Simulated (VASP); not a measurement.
# LiCl (Fm-3m) in VASP: a series of runs, part 2 of 2

VASP 6.6.1.

**4. Vibrations by perturbation theory, LDA**

Contents of INCAR:

```
  PREC = Accurate
  ENCUT = 520
  EDIFF = 1E-8
  ISMEAR = -1
  SIGMA = 0.05
  LREAL = False
  LASPH = True
  NELM = 80
  ALGO = Normal
  ISIF = 2
  LWAVE = False
  LCHARG = False
  IBRION = 8
  NSW = 1
```

Contents of KPOINTS:

```
regular mesh
0
Gamma
  7 7 7
```

Contents of POSCAR:

```
LiCl
1.0
    0.0000000000      2.5647700000      2.5647700000
    2.5647700000      0.0000000000      2.5647700000
    2.5647700000      2.5647700000      0.0000000000
Cl Li
1 1
Direct
    0.5000000000      0.5000000000      0.5000000000
    0.0000000000      0.0000000000      0.0000000000
```

Potentials or basis: VASP PAW LDA potentials, release 64 (Cl, Li_sv).

Started as:

```sh
cat potpaw_LDA.64/Cl/POTCAR potpaw_LDA.64/Li_sv/POTCAR > POTCAR
mpirun -np 1 vasp_std > vasp.out
```

OUTCAR:

```text
PREC = Accurate
   ENCUT = 520
   EDIFF = 1E-8
   ISMEAR = -1
   LREAL = False
   LASPH = True
   NELM = 80
   ISIF = 2
   IBRION = 8
   NSW = 1

 ion  position               nearest neighbor table
   1  0.500  0.500  0.500-   2 2.56   2 2.56   2 2.56   2 2.56   2 2.56   2 2.56
   2  0.000  0.000  0.000-   1 2.56   1 2.56   1 2.56   1 2.56   1 2.56   1 2.56

  LATTYP: Found a face centered cubic cell.
 ALAT       =     5.1295400000

  Lattice vectors:

 A1 = (   0.0000000000,   2.5647700000,   2.5647700000)
[... 487 lines left out ...]
  1X    -0.555122    0.000000    0.000000    0.555122    0.000000    0.000000
  1Y     0.000000   -0.555122    0.000000    0.000000    0.555122    0.000000
  1Z     0.000000    0.000000   -0.555122    0.000000    0.000000    0.555122
  2X     0.537158    0.000000    0.000000   -0.537158    0.000000    0.000000
  2Y     0.000000    0.537158    0.000000    0.000000   -0.537158    0.000000
  2Z     0.000000    0.000000    0.537158    0.000000    0.000000   -0.537158

 Eigenvectors and eigenvalues of the dynamical matrix
 ----------------------------------------------------

   1 f  =    4.749255 THz    29.840450 2PiTHz  158.418101 cm-1    19.641332 meV
             X         Y         Z           dx          dy          dz
      2.564770  2.564770  2.564770    -0.411940    0.000000    0.000000
      0.000000  0.000000  0.000000     0.911211    0.000000    0.000000
[... 21 lines left out ...]
   6 f/i=    0.029320 THz     0.184220 2PiTHz    0.977996 cm-1     0.121256 meV
             X         Y         Z           dx          dy          dz
      2.564770  2.564770  2.564770    -0.911211    0.000000    0.000000
      0.000000  0.000000  0.000000    -0.411940    0.000000    0.000000

--------------------------------------------------------------------------------------------------------

 ELASTIC MODULI CONTR FROM IONIC RELAXATION (kBar)
 Direction    XX          YY          ZZ          XY          YZ          ZX
 --------------------------------------------------------------------------------
 XX           0.0000      0.0000      0.0000      0.0000      0.0000      0.0000
 YY           0.0000      0.0000      0.0000      0.0000      0.0000      0.0000
 ZZ           0.0000      0.0000      0.0000      0.0000      0.0000      0.0000
 XY           0.0000      0.0000      0.0000      0.0000      0.0000      0.0000
 YZ           0.0000      0.0000      0.0000      0.0000      0.0000      0.0000
 ZX           0.0000      0.0000      0.0000      0.0000      0.0000      0.0000
 --------------------------------------------------------------------------------
```

OSZICAR:

```text
N       E                     dE             d eps       ncg     rms          rms(c)
DAV:   1     0.417745285447E+02    0.41775E+02   -0.41527E+03   360   0.101E+03
DAV:   2    -0.640576569140E+01   -0.48180E+02   -0.47166E+02   494   0.165E+02
DAV:   3    -0.811058600255E+01   -0.17048E+01   -0.17032E+01   465   0.358E+01
DAV:   4    -0.813855245930E+01   -0.27966E-01   -0.27939E-01   540   0.482E+00
[... 45 lines left out ...]
RMM:  11    -0.162600756969E+00   -0.32764E-07   -0.10698E-05  1769   0.449E-03    0.492E-04
RMM:  12    -0.162603220378E+00   -0.24634E-05   -0.66009E-06  1410   0.351E-03    0.411E-04
RMM:  13    -0.162603495646E+00   -0.27527E-06   -0.37366E-06  1527   0.264E-03    0.420E-04
RMM:  14    -0.162604006966E+00   -0.51132E-06   -0.17701E-06  1512   0.204E-03    0.404E-04
RMM:  15    -0.162604182403E+00   -0.17544E-06   -0.52377E-07  1668   0.161E-03    0.408E-04
 Linear response finished
```

Wall time 24 s (1 thread of Intel Xeon 6975P-C (Granite Rapids), shared host); peak memory 0.17 GiB.

Results:

```
Highest phonon frequency at Γ, LO-TO splitting left out : 158 cm⁻¹
```

Phonon frequencies in cm⁻¹ (negative: imaginary):
```tsv
q point	frequencies
(0.000, 0.000, 0.000)	-1 -1 -1 158 158 158
```

Caveat: the cell wasn't relaxed at this level first, which shifts response properties; the cutoff is under 1.25 times the usual one of these potentials, so pressure, stress and relaxed cells hold a basis-set (Pulay) error.

**5. Dielectric tensor, PBE**

Contents of INCAR:

```
SYSTEM = LiCl
ALGO     = Normal         ! electronic algorithm
EDIFF    = 1E-8           ! SCF threshold, eV
ENCUT    = 520            ! plane-wave cutoff, eV
GGA      = PE             ! functional
ISIF     = 2              ! what is computed and relaxed
ISMEAR   = 0              ! smearing method
LASPH    = .TRUE.         ! aspherical terms in the spheres
LCHARG   = .FALSE.        ! write CHGCAR
LEPSILON = .TRUE.         ! dielectric tensor by DFPT
LREAL    = .FALSE.        ! projectors in reciprocal space
LWAVE    = .FALSE.        ! write WAVECAR
NELM     = 80             ! most SCF steps
PREC     = Accurate       ! precision mode
SIGMA    = 0.01           ! smearing width, eV
```

Contents of KPOINTS:

```
k-points
0
G
  9 9 9
  0 0 0
```

POSCAR is that of step 4.

Potentials or basis: VASP PAW PBE potentials, release 64 (Cl, Li_sv).

Started as:

```sh
cat potpaw_PBE.64/Cl/POTCAR potpaw_PBE.64/Li_sv/POTCAR > POTCAR
mpirun -np 1 vasp_std > vasp.out
```

OUTCAR:

```text
SYSTEM = LiCl
   EDIFF = 1E-8
   ENCUT = 520
   GGA = PE
   ISIF = 2
   ISMEAR = 0
   LASPH = .TRUE.
   LEPSILON = .TRUE.
   LREAL = .FALSE.
   NELM = 80
   PREC = Accurate

 ion  position               nearest neighbor table
   1  0.500  0.500  0.500-   2 2.56   2 2.56   2 2.56   2 2.56   2 2.56   2 2.56
   2  0.000  0.000  0.000-   1 2.56   1 2.56   1 2.56   1 2.56   1 2.56   1 2.56

  LATTYP: Found a face centered cubic cell.
 ALAT       =     5.1295400000

  Lattice vectors:

 A1 = (   0.0000000000,   2.5647700000,   2.5647700000)
 A2 = (   2.5647700000,   0.0000000000,   2.5647700000)
 A3 = (   2.5647700000,   2.5647700000,   0.0000000000)

Analysis of symmetry for initial positions (statically):
=====================================================================
 Subroutine PRICEL returns:
 Original cell was already a primitive cell.

 Routine SETGRP: Setting up the symmetry group for a
 face centered cubic supercell.

 Subroutine GETGRP returns: Found 48 space group operations
 (whereof 48 operations were pure point group operations)
 out of a pool of 48 trial point group operations.

The static configuration has the point symmetry O_h .

Analysis of symmetry for dynamics (positions and initial velocities):
=====================================================================
 Subroutine PRICEL returns:
 Original cell was already a primitive cell.

 Routine SETGRP: Setting up the symmetry group for a
 face centered cubic supercell.

 Subroutine GETGRP returns: Found 48 space group operations
 (whereof 48 operations were pure point group operations)
 out of a pool of 48 trial point group operations.
[... 466 lines left out ...]
  free  energy   TOTEN  =        -7.3857506989 eV

  energy  without entropy=       -7.3857506989  energy(sigma->0) =       -7.38575070

 HEAD OF MICROSCOPIC STATIC DIELECTRIC TENSOR (INDEPENDENT PARTICLE, excluding Hartree and local field effects)
 ------------------------------------------------------
           3.257829    -0.000000     0.000000
          -0.000000     3.257829     0.000000
          -0.000000    -0.000000     3.257829
 ------------------------------------------------------

 Free energy of the ion-electron system (eV)
  ---------------------------------------------------
  ---------------------------------------------------
  free energy    TOTEN  =        -0.20772887 eV

  energy without entropy =       -0.20772887

------------------------ aborting loop because EDIFF is reached ----------------------------------------

--------------------------------------- Ionic step        2  -------------------------------------------

------------------------ aborting loop because EDIFF is reached ----------------------------------------

--------------------------------------- Ionic step        3  -------------------------------------------

 Free energy of the ion-electron system (eV)
  ---------------------------------------------------
  ---------------------------------------------------
  free energy    TOTEN  =        -0.20772893 eV

  energy without entropy =       -0.20772893

------------------------ aborting loop because EDIFF is reached ----------------------------------------

 PIEZOELECTRIC TENSOR FIELD DIRECTION 3  (e Angst)
 -----------------------------------------------------------------------------
    -0.00042  0.00000  0.00000           ( -0.00000  0.00000  0.00000)
     0.00000 -0.00042  0.00000           (  0.00000 -0.00000 -0.00000)
     0.00000  0.00000 -0.00021           (  0.00000 -0.00000 -0.00000)

 PIEZOELECTRIC TENSOR FIELD DIRECTION 3  (C/m^2)
 -----------------------------------------------------------------------------
    -0.00020  0.00000  0.00000
     0.00000 -0.00020  0.00000
     0.00000  0.00000 -0.00010

 MACROSCOPIC STATIC DIELECTRIC TENSOR (including local field effects in DFT)
 ------------------------------------------------------
           2.970060     0.000000     0.000000
          -0.000000     2.970060     0.000000
           0.000000    -0.000000     2.970060
 ------------------------------------------------------

 PIEZOELECTRIC TENSOR (including local field effects)  for field in x, y, z        (e  Angst)
          XX          YY          ZZ          XY          YZ          ZX
  --------------------------------------------------------------------------------
  x     0.00000     0.00000     0.00000     0.00000     0.00000     0.00000
  y     0.00000     0.00000     0.00000     0.00000     0.00000     0.00000
  z     0.00000     0.00000     0.00000     0.00000     0.00000     0.00000

 PIEZOELECTRIC TENSOR (including local field effects)  for field in x, y, z        (C/m^2)
          XX          YY          ZZ          XY          YZ          ZX
  --------------------------------------------------------------------------------
  x     0.00000     0.00000     0.00000     0.00000     0.00000     0.00000
  y     0.00000     0.00000     0.00000     0.00000     0.00000     0.00000
  z     0.00000     0.00000     0.00000     0.00000     0.00000     0.00000

 BORN EFFECTIVE CHARGES (including local field effects) (in |e|, cummulative output)
 ---------------------------------------------------------------------------------
 ion    1
    1    -1.18725     0.00000     0.00000
    2     0.00000    -1.18725     0.00000
    3    -0.00000    -0.00000    -1.18725
 ion    2
    1     1.18725    -0.00000    -0.00000
    2    -0.00000     1.18725    -0.00000
    3     0.00000     0.00000     1.18725
```

OSZICAR:

```text
[... 13 lines left out ...]
RMM:  10    -0.207708959607E+00    0.91256E-05    0.49935E-04  3351   0.112E-02    0.438E-03
RMM:  11    -0.207732555378E+00   -0.23596E-04    0.12876E-04  3078   0.550E-03    0.344E-03
RMM:  12    -0.207713588845E+00    0.18967E-04    0.37998E-05  3024   0.305E-03    0.934E-03
RMM:  13    -0.207736722100E+00   -0.23133E-04    0.27390E-05  2824   0.261E-03    0.434E-04
RMM:  14    -0.207733152884E+00    0.35692E-05    0.19936E-05  3223   0.933E-04    0.514E-04
RMM:  15    -0.207729298113E+00    0.38548E-05    0.88754E-06  2983   0.553E-04    0.468E-04
RMM:  16    -0.207728236764E+00    0.10613E-05    0.27592E-06  3159   0.267E-04    0.333E-04
RMM:  17    -0.207728966417E+00   -0.72965E-06    0.47086E-07  2800   0.143E-04    0.107E-05
RMM:  18    -0.207728932410E+00    0.34007E-07   -0.38362E-08  1626   0.573E-05    0.407E-06
```

Wall time 3.1 min (1 thread of Intel Xeon Platinum 8488C (Sapphire Rapids), shared host); peak memory 0.19 GiB.

What came out:

| Item | Value |
| --- | --- |
| Band gap on the k mesh | 6.34 eV, direct |
| Electronic dielectric tensor (diagonal) | 2.97 |
| Born charges (mean of the diagonal) | Cl -1.19; Li +1.19 e |

Electronic dielectric tensor:
```
2.97 0.00 0.00
0.00 2.97 0.00
0.00 0.00 2.97
```

Born effective charge tensors (e):
atom 1, Cl
```
-1.19  0.00  0.00
 0.00 -1.19  0.00
 0.00  0.00 -1.19
```
atom 2, Li
```
1.19 0.00 0.00
0.00 1.19 0.00
0.00 0.00 1.19
```

Caveat: the cutoff is under 1.25 times the usual one of these potentials, so pressure, stress and relaxed cells hold a basis-set (Pulay) error. As with any semilocal functional, this PBE gap is likely too small.

**6. Elastic constants, PBE**

Contents of INCAR:

```
PREC     = Accurate       # precision mode
ENCUT    = 600            # plane-wave cutoff, eV
EDIFF    = 1E-8           # SCF threshold, eV
ISMEAR   = -1             # smearing method
SIGMA    = 0.05           # smearing width, eV
LREAL    = False          # projectors in reciprocal space
LASPH    = True           # aspherical terms in the spheres
NELM     = 60             # most SCF steps
ALGO     = Normal         # electronic algorithm
ISIF     = 3              # what is computed and relaxed
LWAVE    = False          # write WAVECAR
LCHARG   = False          # write CHGCAR
GGA      = PE             # functional
IBRION   = 6              # ionic algorithm
NFREE    = 2            
POTIM    = 0.015          # step
NSW      = 1              # ionic steps
```

Contents of KPOINTS:

```
Automatic mesh
0
Gamma
  7 7 7
```

POSCAR is that of step 5.

Potentials or basis: VASP PAW PBE potentials, release 64 (Cl, Li_sv).

Started as:

```sh
cat potpaw_PBE.64/Cl/POTCAR potpaw_PBE.64/Li_sv/POTCAR > POTCAR
mpirun -np 1 vasp_std > vasp.out
```

Wall time 4.5 min (1 thread of Intel Xeon Platinum 8488C (Sapphire Rapids), shared host); peak memory 0.21 GiB.

It converged, with:

| Property | Result |
| --- | --- |
| Elastic constants C11, C12, C44 | 55, 22, 25 GPa |
| Voigt bulk modulus | 33 GPa |
| Highest phonon frequency at Γ, LO-TO splitting left out | 176 cm⁻¹ |

Phonon frequencies in cm⁻¹ (negative: imaginary):
| q point | frequencies |
| --- | --- |
| (0.000, 0.000, 0.000) | 0 0 0 176 176 176 |

Elastic tensor in Voigt notation (GPa, in the Cartesian axes of the cell as first typed):
```
55 22 22  0  0  0
22 55 22  0  0  0
22 22 55  0  0  0
 0  0  0 25  0  0
 0  0  0  0 25  0
 0  0  0  0  0 25
```

Clamped-ion elastic tensor (GPa):
```
55 22 22  0  0  0
22 55 22  0  0  0
22 22 55  0  0  0
 0  0  0 25  0  0
 0  0  0  0 25  0
 0  0  0  0  0 25
```

Caveat: the cutoff is under 1.25 times the usual one of these potentials, so pressure, stress and relaxed cells hold a basis-set (Pulay) error.
